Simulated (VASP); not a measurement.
Here is a VASP 6.6.1 calculation.

The input INCAR:

```
PREC     = Accurate       # precision mode
ENCUT    = 520            # plane-wave cutoff, eV
EDIFF    = 1E-6           # SCF threshold, eV
ISMEAR   = -1             # smearing method
SIGMA    = 0.06122561905347299 # smearing width, eV
LREAL    = F              # projectors in reciprocal space
LASPH    = T              # aspherical terms in the spheres
NELM     = 80             # most SCF steps
ALGO     = Normal         # electronic algorithm
ISIF     = 2              # what is computed and relaxed
LWAVE    = F              # write WAVECAR
LCHARG   = F              # write CHGCAR
GGA      = PE             # functional
NBANDS   = 12             # bands
```

Contents of KPOINTS:

```
Automatic mesh
0
Gamma
  45 45 45
```

Contents of POSCAR:

```
Cu
1.0
    2.4542248913      0.0000000000      0.0000000000
    0.0000000000      2.4542248913      0.0000000000
    0.0000000000      0.0000000000      2.4542248913
Cu
1
Direct
    0.0000000000      0.0000000000      0.0000000000
```

Potentials or basis: VASP PAW PBE potentials, release 64 (Cu).

The run is started by

```console
$ cat potpaw_PBE.64/Cu/POTCAR > POTCAR
$ mpirun -np 1 vasp_std > vasp.out
```

(1) What does it give for the pressure?

Answers

(1) -4.9 GPa.
